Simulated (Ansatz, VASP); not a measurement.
Ti3Ag in VASP and in Ansatz

INCAR

```
SYSTEM = Ti3Ag
PREC = Accurate
ENCUT = 520
EDIFF = 1E-8
ISMEAR = -1
SIGMA = 0.08
LREAL = .FALSE.
LASPH = .TRUE.
NELM = 80
ALGO = Normal
ISIF = 2
LWAVE = .FALSE.
LCHARG = .FALSE.
GGA = CA
LEFG = .TRUE.
NBANDS = 32
```

File KPOINTS:

```
Automatic mesh
0
G
  9 9 9
  0 0 0
```

POSCAR

```
Ti3Ag
1.0
    4.1588984821      0.0000000000      0.0000000000
    0.0000000000      4.1588984821      0.0000000000
    0.0000000000      0.0000000000      3.9234891341
Ti Ag
3 1
Direct
    0.0000000000      0.5000000000      0.5000000000
    0.5000000000      0.0000000000      0.5000000000
    0.5000000000      0.5000000000      0.0000000000
    0.0000000000      0.0000000000      0.0000000000
```

Input for Ansatz:

```yaml
crystal:
  lattice:
    - [4.1588984821, 0.0, 0.0]
    - [0.0, 4.1588984821, 0.0]
    - [0.0, 0.0, 3.9234891341]
  atoms:
    - { symbol: Ti, position: [0.0, 0.5, 0.5] }
    - { symbol: Ti, position: [0.5, 0.0, 0.5] }
    - { symbol: Ti, position: [0.5, 0.5, 0.0] }
    - { symbol: Ag, position: [0.0, 0.0, 0.0] }
kpoints:
  mp_grid: { grid: [9, 9, 9] }
scf:
  occupations: { method: fermi_dirac, width: 0.08 }
hamiltonian:
  xc: lda
  pseudopotentials: { kind: paw }
output:
  forces: true
  stress: true
  eigenvalues: true
  efg: { contact_densities: true }
```

Change from the starting cell: volume scaled by 0.98, PAW files.

Alike in both runs: task electric field gradients; functional LDA; k mesh 9 × 9 × 9; occupations fermi-dirac, width 0.08 eV; no spin polarisation.

```csv
,VASP,Ansatz
version,VASP 6.6.1,Ansatz 0.2.0
potentials or method,"VASP PAW LDA potentials, release 64 (Ti_sv, Ag)","PAW with Ansatz's default frozen-core files, scalar-relativistic"
plane-wave cutoff (eV),520,420
valence electrons in the cell,47,55
```

|  | VASP | Ansatz | Ansatz less VASP |
| --- | --- | --- | --- |
| pressure (GPa) | -7.8 | -7.9 | -0.09 |
| traceless stress, the component that is largest in VASP (GPa) | 1.44 | 1.45 | +0.005 |
| size of Vzz on the site where it differs most (V/Å²) | 2.4 | 4.4 | +1.96 |

LDA's correlation is that of Perdew and Zunger in VASP and of Perdew and Wang (1992) in Ansatz. VASP's potentials hold 47 valence electrons a cell and Ansatz's 55, so a difference there can come from the potentials and not from the codes.
